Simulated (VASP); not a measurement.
Runs of VASP 6.6.1 on SnSe. The structure is that of space group Cmcm (No. 63), or close to it. The cells are those of the table. 

```tsv
cell	gap on the mesh (eV)	pressure (GPa)	largest force (eV/Å)
a = 6.001, b = 6.001, c = 4.147 Å, angles 90.0, 90.0, 139.4°, 4 atoms	0.10	3.0	0.02
a = 6.237, b = 6.237, c = 4.318 Å, angles 90.0, 90.0, 139.6°, 4 atoms	(a)	-1.9	0.01
a = 6.341, b = 6.341, c = 4.288 Å, angles 90.0, 90.0, 140.5°, 4 atoms	0.38	-1.8	0.01
a = 6.250, b = 6.250, c = 4.257 Å, angles 90.0, 90.0, 140.2°, 4 atoms	0.35	-1.0	0.01
a = 6.163, b = 6.163, c = 4.224 Å, angles 90.0, 90.0, 139.9°, 4 atoms	(b)	0.0	0.01
```

Alike in all rows: task single point; level PBE+D3(BJ); potentials or basis VASP PAW PBE potentials, release 64 (Sn_d, Se); no spin polarisation; k mesh 10 × 10 × 8; cutoff (eV) 520; smearing gaussian 0.01 eV.

Fill in the values left out.

(a) 0.53; (b) 0.29.

Caveats: spin-orbit coupling is left out, which moves the levels of the heavy elements.

A k mesh can miss the band edges, and the runs leave out spin-orbit coupling on Se, Sn.
